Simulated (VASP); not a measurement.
Crystal: InP (rocksalt type).

```xyz
2
Lattice="0.0000 2.5708 2.5708 2.5708 0.0000 2.5708 2.5708 2.5708 0.0000" Properties=species:S:1:pos:R:3 pbc="T T T"
In    0.0000    0.0000    0.0000
P     2.5708    2.5708    2.5708
```

```yaml
Program: VASP 6.6.1
Task: relaxation of cell and atoms
Functional: PBE
Potentials_or_basis: VASP PAW PBE potentials, release 64 (In_d, P)
Cutoff: 600 eV
k_mesh: 14 × 14 × 14
Occupations: fermi-dirac, width 0.08 eV
Spin: no spin polarisation
```

At the start: pressure 28.2 GPa; volume 16.99 Å³/atom.

Question: How do energy, volume and symmetry change on relaxing?

Answer: Over 18 steps the energy falls by 303.1 meV/atom and the volume is 21.25 Å³/atom (+25.1 %); space group Fm-3m (No. 225, to 0.05 Å).

The path:
| step | energy change (eV) | largest force (eV/Å) | pressure (GPa) | volume (Å³) |
| --- | --- | --- | --- | --- |
| 1 | 0.0000 | 0.0000 | 28.16 | 33.98 |
| 2 | -0.3429 | 0.0000 | -8.41 | 50.89 |
| 3 | -0.6062 | 0.0000 | -0.13 | 42.60 |
| 4 | -0.6061 | 0.0000 | 0.18 | 42.42 |
| 5 | -0.6061 | 0.0000 | 0.19 | 42.42 |
| 6 | -0.6062 | 0.0000 | 0.17 | 42.42 |
| 7 | -0.6062 | 0.0000 | 0.17 | 42.42 |
| 8 | -0.6062 | 0.0000 | 0.17 | 42.42 |
| 9 | -0.6062 | 0.0000 | 0.17 | 42.42 |
| 10 | -0.6062 | 0.0000 | 0.17 | 42.42 |
| 11 | -0.6062 | 0.0000 | 0.17 | 42.42 |
| 12 | -0.6062 | 0.0000 | 0.17 | 42.42 |
| 13 | -0.6062 | 0.0000 | 0.18 | 42.42 |
| 14 | -0.6062 | 0.0000 | 0.16 | 42.43 |
| 15 | -0.6062 | 0.0000 | 0.15 | 42.43 |
| 16 | -0.6062 | 0.0000 | 0.13 | 42.44 |
| 17 | -0.6062 | 0.0000 | 0.10 | 42.46 |
| 18 | -0.6062 | 0.0000 | 0.02 | 42.51 |

Final structure:
```
In P
1.0
     0.00000    2.77001    2.77001
     2.77001    0.00000    2.77001
     2.77001    2.77001    0.00000
In P
1 1
Direct
  0.00000 0.00000 0.00000
  0.50000 0.50000 0.50000
```

Caveat: the volume moved by over 15 % at a fixed basis, so the end points are rough.
